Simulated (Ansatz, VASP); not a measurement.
**Two plane-wave programs on W**

```xyz
1
Lattice="-1.5334 1.5334 1.5973 1.5334 -1.5334 1.5973 1.5334 1.5334 -1.5973" Properties=species:S:1:pos:R:3 pbc="T T T"
W     0.0000    0.0000    0.0000
```

Change from the starting cell: strain -0.040 along x and y, +0.000 along z, atoms carried along.

Alike in both runs: task single point; functional PBEsol; k mesh 20 × 20 × 20; occupations gaussian, width 0.15 eV; no spin polarisation.

|  | VASP | Ansatz |
| --- | --- | --- |
| version | VASP 6.6.1 | Ansatz 0.2.0 |
| potentials or method | VASP PAW PBE potentials, release 64 (W_sv), cutoff 520 eV | scalar-relativistic, plane waves, PAW |
| valence electrons in the cell | 14 | 14 |

Ansatz gave:

```
gap on the k mesh at the Fermi level (eV)                     : none
pressure (GPa)                                                : 15.6
traceless stress, the component that is largest in VASP (GPa) : -9.99
```

Q: Which values does VASP return?

A: gap on the k mesh at the Fermi level (eV): none; pressure (GPa): 16.5; traceless stress, the component that is largest in VASP (GPa): -10.00.

VASP's potentials were made for PBE, not for PBEsol. A gap of «none» marks a metal or a gap that the smearing closes.

Neither program's run includes spin-orbit coupling.
